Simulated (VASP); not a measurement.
# Cu (P1) in VASP: a series of runs

Cu is run at these levels: PBEsol; tasks: single point.

Program: VASP 6.6.1. These are calculated values, not measurements. Logs are shortened: lines on timing, memory, paths and dates and some standing lists are left out, and cuts for length are marked.

### 1 The cell of the first run

The typed cell holds 4 atoms: a = 5.112 Å, b = 5.112 Å, c = 2.556 Å, α = 60.00°, β = 60.00°, γ = 60.00°.

### 2 Single point, PBEsol

Input file INCAR:

```
SYSTEM = Cu
PREC     = Accurate       ! precision mode
ENCUT    = 520            ! plane-wave cutoff, eV
EDIFF    = 1E-6           ! SCF threshold, eV
ISMEAR   = -1             ! smearing method
SIGMA    = 0.08           ! smearing width, eV
LREAL    = .FALSE.        ! projectors in reciprocal space
LASPH    = .TRUE.         ! aspherical terms in the spheres
NELM     = 80             ! most SCF steps
ALGO     = Normal         ! electronic algorithm
ISIF     = 2              ! what is computed and relaxed
LWAVE    = .FALSE.        ! write WAVECAR
LCHARG   = .TRUE.         ! write CHGCAR
GGA      = PS             ! functional
LELF     = .TRUE.         ! ELF
LVHAR    = .TRUE.       
NBANDS   = 30             ! bands
```

Input file KPOINTS:

```
Automatic mesh
0
G
  5 5 9
  0 0 0
```

Input file POSCAR:

```
Cu
1.0
    0.0000000000      3.6150000000      3.6150000000
    3.6150000000      0.0000000000      3.6150000000
    1.8075000000      1.8075000000      0.0000000000
Cu
4
Direct
   -0.0061850622      0.0002603043      0.0104387275
    0.0078013831      0.5045067773     -0.0125200553
    0.4993092669     -0.0057510373     -0.0081128631
    0.4990742739      0.5009838174      0.0101944675
```

Potentials or basis: VASP PAW PBE potentials, release 64 (Cu).

Command:

```bash
> cat potpaw_PBE.64/Cu/POTCAR > POTCAR
> mpirun -np 1 vasp_std > vasp.out
```

OUTCAR:

```text
SYSTEM = Cu
   PREC = Accurate
   ENCUT = 520
   EDIFF = 1E-6
   ISMEAR = -1
   LREAL = .FALSE.
   LASPH = .TRUE.
   NELM = 80
   ISIF = 2
   GGA = PS

 ion  position               nearest neighbor table
   1  0.994  0.000  0.010-   2 2.52   3 2.52   2 2.53   4 2.54   3 2.55   3 2.57   4 2.57   2 2.59
                             3 2.59   2 2.60
   2  0.008  0.505  0.987-   4 2.50   1 2.52   1 2.53   4 2.53   3 2.55   3 2.56   4 2.58   1 2.59
                             1 2.60   4 2.61
   3  0.499  0.994  0.992-   4 2.50   1 2.52   1 2.55   4 2.55   2 2.55   2 2.56   4 2.56   1 2.57
                             1 2.59   4 2.61
   4  0.499  0.501  0.010-   3 2.50   2 2.50   2 2.53   1 2.54   3 2.55   3 2.56   1 2.57   2 2.58
                             2 2.61   3 2.61

  LATTYP: Found a base centered orthorhombic cell.
 ALAT       =     5.1123820280
 B/A-ratio  =     1.4142135624
 C/A-ratio  =     0.5000000000

  Lattice vectors:

 A1 = (  -1.8075000000,   1.8075000000,  -3.6150000000)
 A2 = (  -1.8075000000,   1.8075000000,   3.6150000000)
 A3 = (   1.8075000000,   1.8075000000,   0.0000000000)

Analysis of symmetry for initial positions (statically):
=====================================================================
 Subroutine PRICEL returns:
 Original cell was already a primitive cell.

 Routine SETGRP: Setting up the symmetry group for a
 base centered orthorhombic supercell.

 Subroutine GETGRP returns: Found  1 space group operations
 (whereof  1 operations were pure point group operations)
 out of a pool of  8 trial point group operations.

The static configuration has the point symmetry C_1 .

Analysis of symmetry for dynamics (positions and initial velocities):
=====================================================================
 Subroutine PRICEL returns:
 Original cell was already a primitive cell.

 Routine SETGRP: Setting up the symmetry group for a
 base centered orthorhombic supercell.

 Subroutine GETGRP returns: Found  1 space group operations
 (whereof  1 operations were pure point group operations)
 out of a pool of  8 trial point group operations.

The dynamic configuration has the point symmetry C_1 .

 Subroutine INISYM returns: Found  1 space group operations
 (whereof  1 operations are pure point group operations),
 and found     1 'primitive' translations

----------------------------------------------------------------------------------------

                                     Primitive cell

  volume of cell :      47.2416

  direct lattice vectors                    reciprocal lattice vectors
     0.000000000  3.615000000  3.615000000    -0.138312586  0.138312586  0.138312586
     3.615000000  0.000000000  3.615000000     0.138312586 -0.138312586  0.138312586
     1.807500000  1.807500000  0.000000000     0.276625173  0.276625173 -0.276625173

  length of vectors
     5.112382028  5.112382028  2.556191014     0.239564427  0.239564427  0.479128854

  position of ions in fractional coordinates (direct lattice)
     0.993814938  0.000260304  0.010438728
     0.007801383  0.504506777  0.987479945
     0.499309267  0.994248963  0.991887137
     0.499074274  0.500983817  0.010194467

  ion indices of the primitive-cell ions
   primitive index   ion index
                 1           1
                 2           2
                 3           3
                 4           4

----------------------------------------------------------------------------------------

 KPOINTS: Automatic mesh

Automatic generation of k-mesh.
 Grid dimensions read from file:
 generate k-points for:    5    5    9

 Generating k-lattice:

  Cartesian coordinates                     Fractional coordinates (reciprocal lattice)
    -0.027662517  0.027662517  0.027662517     0.200000000  0.000000000  0.000000000
     0.027662517 -0.027662517  0.027662517     0.000000000  0.200000000  0.000000000
     0.030736130  0.030736130 -0.030736130     0.000000000  0.000000000  0.111111111

  Length of vectors
     0.047912885  0.047912885  0.053236539

  Shift w.r.t. Gamma in fractional coordinates (k-lattice)
     0.000000000  0.000000000  0.000000000

 -----------------------------------------------------------------------------
|                                                                             |
|           W    W    AA    RRRRR   N    N  II  N    N   GGGG   !!!           |
|           W    W   A  A   R    R  NN   N  II  NN   N  G    G  !!!           |
|           W    W  A    A  R    R  N N  N  II  N N  N  G       !!!           |
|           W WW W  AAAAAA  RRRRR   N  N N  II  N  N N  G  GGG   !            |
|           WW  WW  A    A  R   R   N   NN  II  N   NN  G    G                |
|           W    W  A    A  R    R  N    N  II  N    N   GGGG   !!!           |
|                                                                             |
|     Your reciprocal lattice and k-lattice belong to different lattice       |
|     classes:                                                                |
|                                                                             |
|        The reciprocal lattice is base centered orthorhombic,                |
|        whereas your k-lattice is base-centered monoclinic.                  |
|                                                                             |
|     Results are often still useful ...                                      |
|                                                                             |
 -----------------------------------------------------------------------------

 WARNING: IBZKPT: internal override: KBLOWUP is changed to .FALSE.
      ... skipping the blow-up phase ...

 Subroutine IBZKPT returns following result:
 ===========================================

 Found    113 irreducible k-points:

 Following reciprocal coordinates:
            Coordinates               Weight
  0.000000  0.000000  0.000000      1.000000
  0.200000  0.000000  0.000000      2.000000
  0.400000  0.000000  0.000000      2.000000
  0.000000  0.200000  0.000000      2.000000
  0.200000  0.200000  0.000000      2.000000
  0.400000  0.200000  0.000000      2.000000
[... 16 lines left out ...]
 -0.200000  0.200000  0.111111      2.000000
  0.000000  0.400000  0.111111      2.000000
 [... further k-points ...]
   k-points           NKPTS =    113   k-points in BZ     NKDIM =    113   number of bands    NBANDS=     30
   number of dos      NEDOS =    301   number of ions     NIONS =      4
   total plane-waves  NPLWV =  32000
   dimension x,y,z NGX =    40 NGY =   40 NGZ =   20
   dimension x,y,z NGXF=    80 NGYF=   80 NGZF=   40
   ions per type =               4
   NGX,Y,Z   is equivalent  to a cutoff of  13.01, 13.01, 13.01 a.u.
   NGXF,Y,Z  is equivalent  to a cutoff of  26.01, 26.01, 26.01 a.u.
 SYSTEM =  Cu
   PREC   = accura    normal or accurate (medium, high low for compatibility)
   ISTART =      0    job   : 0-new  1-cont  2-samecut
   ICHARG =      2    charge: 1-file 2-atom 10-const
   ISPIN  =      1    spin polarized calculation?
   LNONCOLLINEAR =      F non collinear calculations
   LSORBIT =      F    spin-orbit coupling
   LASPH  =      T    aspherical Exc in radial PAW
   ENCUT  =  520.0 eV  38.22 Ry    6.18 a.u.   9.51  9.51  4.75*2*pi/ulx,y,z
   NELM   =     80;   NELMIN=  2; NELMDL= -5     # of ELM steps
   EDIFF  = 0.1E-05   stopping-criterion for ELM
   LREAL  =      F    real-space projection
   EDIFFG = 0.1E-04   stopping-criterion for IOM
   NSW    =      0    number of steps for IOM
   IBRION =     -1    ionic relax: 0-MD 1-quasi-New 2-CG
   NFREE  =      0    steps in history (QN), initial steepest desc. (CG)
   ISIF   =      2    stress and relaxation
   ISYM   =      2    0-nonsym 1-usesym 2-fastsym
   POTIM  = 0.5000    time-step for ionic-motion
   TEBEG  =    0.0;   TEEND  =   0.0 temperature during run
   PSTRESS=    0.0 pullay stress
   NELECT =      44.0000    total number of electrons
   NUPDOWN=      -1.0000    fix difference up-down
   EMIN   =  10.00;   EMAX   =-10.00  energy-range for DOS
   EFERMI =   0.00;   METHOD = LEGACY
   ISMEAR =    -1;   SIGMA  =   0.08  broadening in eV -4-tet -1-fermi 0-gaus
   EFERMI_NEDOS =   21; number of points for ismear=-14 and -15
   IALGO  =     38    algorithm
   IMIX   =      4    mixing-type and parameters
     AMIX     =   0.40;   BMIX     =  1.00
     AMIX_MAG =   1.60;   BMIX_MAG =  1.00
  volume/ion in A,a.u.               =      11.81        79.70
  Fermi-wavevector in a.u.,A,eV,Ry     =   1.598763  3.021224 34.777078  2.556043
  Thomas-Fermi vector in A             =   2.696162
   LORBIT       =      0    0 simple, 1 ext, 2 COOP (PROOUT), +10 PAW based schemes
   GGA     = PS    functional components
   LHFCALC =     F    Hartree Fock is set to
   AEXX    =    0.0000 exact exchange contribution
   IVDW    =     0    specifies the selected vdW correction
   LEPSILON=     F    determine dielectric tensor
   LRPA    =     F    only Hartree local field effects (RPA)
 non-spin polarized calculation
  energy-cutoff  :      520.00
  volume of cell :       47.24
 maximum number of plane-waves:      1321
 NGX is ok and might be reduce to    40
   NGX = 19   NGY = 19   NGZ =  9

 number of electron      43.9999999 magnetization

 Free energy of the ion-electron system (eV)
  ---------------------------------------------------
  ext. energy  EPLUGINS =         0.00000000
  ---------------------------------------------------
  free energy    TOTEN  =       -17.17457005 eV

  energy without entropy =      -17.14118529  energy(sigma->0) =      -17.15787767

 E-fermi :   7.4053     XC(G=0): -12.9076

 val. band max:        7.4035757367   @ k =   0.4000   0.0000   0.2222
 cond. band min:       7.4265710485   @ k =   0.0000  -0.4000   0.1111
 fundamental gap:      0.0229953118
 Fermi energy:         7.4052923567

 k-point     1 :       0.0000    0.0000    0.0000
  band No.  band energies     occupation
      1      -1.9892      2.00000
      2       2.3047      2.00000
      3       2.3056      2.00000
      4       2.5093      2.00000
      5       2.9702      2.00000
      6       4.3280      2.00000
[... 22 lines left out ...]
     29      20.4460      0.00000
     30      24.9391      0.00000

 k-point     2 :       0.2000    0.0000    0.0000
  band No.  band energies     occupation
      1      -1.6269      2.00000
      2       2.0420      2.00000
      3       2.4738      2.00000
      4       2.6215      2.00000
      5       3.0671      2.00000
      6       4.2035      2.00000
[... 718 lines left out ...]
 k-point    24 :       0.0000    0.4000    0.1111
  band No.  band energies     occupation
      1      -0.6633      2.00000
      2       1.7423      2.00000
      3       2.6235      2.00000
      4       3.0153      2.00000
      5       3.3309      2.00000
      6       4.0076      2.00000
[... 22 lines left out ...]
     29      19.1722      0.00000
     30      22.2476      0.00000

 [... further k-points ...]
[... 5 lines left out ...]
  --------------------------------------------------------------------------------------
  -------------------------------------------------------------------------------------
  Total       -1.5671831     -1.6183937     -1.6537399     -0.3485769      0.2610410      0.2717924
  in kB      -53.1502613    -54.8870471    -56.0857949    -11.8218199      8.8530818      9.2177097
  external PRESSURE =     -54.7077011 kB  Pullay stress =       0.0000000 kB

 VOLUME and BASIS-vectors are now :
 -----------------------------------------------------------------------------
  energy-cutoff  :      520.00
  volume of cell :       47.24
      direct lattice vectors                 reciprocal lattice vectors
     0.000000000  3.615000000  3.615000000    -0.138312586  0.138312586  0.138312586
     3.615000000  0.000000000  3.615000000     0.138312586 -0.138312586  0.138312586
     1.807500000  1.807500000  0.000000000     0.276625173  0.276625173 -0.276625173

 POSITION                                       TOTAL-FORCE (eV/Angst)
 -----------------------------------------------------------------------------------
      0.01981      3.61151      3.59358        -0.046206     -0.096956      0.215272
      3.60866      1.81307      1.85199         0.047801      0.050595     -0.326966
      5.38705      3.59784      5.39921         0.226272      0.020445      0.060268
      1.82948      1.82258      3.61521        -0.227867      0.025916      0.051427
 -----------------------------------------------------------------------------------
    total drift:                               -0.000128      0.000222     -0.000098

  FREE ENERGIE OF THE ION-ELECTRON SYSTEM (eV)
  ---------------------------------------------------
  free  energy   TOTEN  =       -17.1745700472 eV

  energy  without entropy=      -17.1411852879  energy(sigma->0) =      -17.15787767
```

It took 2.6 min on 1 thread of Intel Xeon Platinum 8175M at 2.50GHz (Skylake/Cascade Lake), shared host; peak memory 0.25 GiB.

What came out:

* Free energy: -17.1746 eV
* Pressure: -5.5 GPa
* Largest force: 0.334 eV/Å
* Band gap on the k mesh: zero (band 22 reaches 10.60 eV, above the bottom of band 23 at 5.98 eV)

Forces on the atoms (eV/Å):
```
Cu  -0.046 -0.097  0.215
Cu   0.048  0.051 -0.327
Cu   0.226  0.020  0.060
Cu  -0.228  0.026  0.051
```

Stress tensor (GPa, compression positive):
```
-5.32 -1.18  0.92
-1.18 -5.49  0.89
 0.92  0.89 -5.61
```

Caveat: the PAW data sets were made with another functional, which shifts forces and pressure a little.

### 3 Single point, PBEsol

Input file INCAR:

```
PREC = Accurate
ENCUT = 520
EDIFF = 1E-6
ISMEAR = -1
SIGMA = 0.08
LREAL = F
LASPH = T
NELM = 80
ALGO = Normal
ISIF = 2
LWAVE = F
LCHARG = F
GGA = PS
NBANDS = 30
```

Input file KPOINTS:

```
regular mesh
0
Gamma
  5 5 9
```

Input file POSCAR:

```
Cu
1.0
    0.0000000000      3.6150000000      3.6150000000
    3.6150000000      0.0000000000      3.6150000000
    1.8075000000      1.8075000000      0.0000000000
Cu
4
Direct
   -0.0120250346      0.0010640387      0.0193939142
    0.0149278008      0.5083347165     -0.0232780083
    0.4983215768     -0.0109481328     -0.0154531120
    0.4987757953      0.5015495159      0.0193369295
```

Potentials or basis: VASP PAW PBE potentials, release 64 (Cu).

Command:

```bash
> cat potpaw_PBE.64/Cu/POTCAR > POTCAR
> mpirun -np 1 vasp_std > vasp.out
```

It took 2.5 min on 1 thread of Intel Xeon Platinum 8175M at 2.50GHz (Skylake/Cascade Lake), shared host; peak memory 0.25 GiB.

Results (log left out):

- Free energy: -17.1312 eV
- Pressure: -4.9 GPa
- Largest force: 0.620 eV/Å
- Band gap on the k mesh: zero (band 22 reaches 10.58 eV, above the bottom of band 23 at 5.98 eV)

Forces in eV/Å, atoms in the order of the input:
```
Cu  -0.100 -0.172  0.393
Cu   0.100  0.088 -0.606
Cu   0.433  0.046  0.125
Cu  -0.433  0.038  0.087
```

Stress tensor (GPa, compression positive):
```
-4.58 -1.25  0.97
-1.25 -5.22  0.83
 0.97  0.83 -4.76
```

Levels at points of the mesh, in eV from the Fermi level:
```
           k point  band 19  band 20  band 21  band 22  band 23  band 24  band 25  band 26
(0.00, 0.00, 0.00)    -1.64    -1.54    -1.51    -1.03    -0.97     1.50     3.71     3.73
```

Caveat: the PAW data sets were made with another functional, which shifts forces and pressure a little.
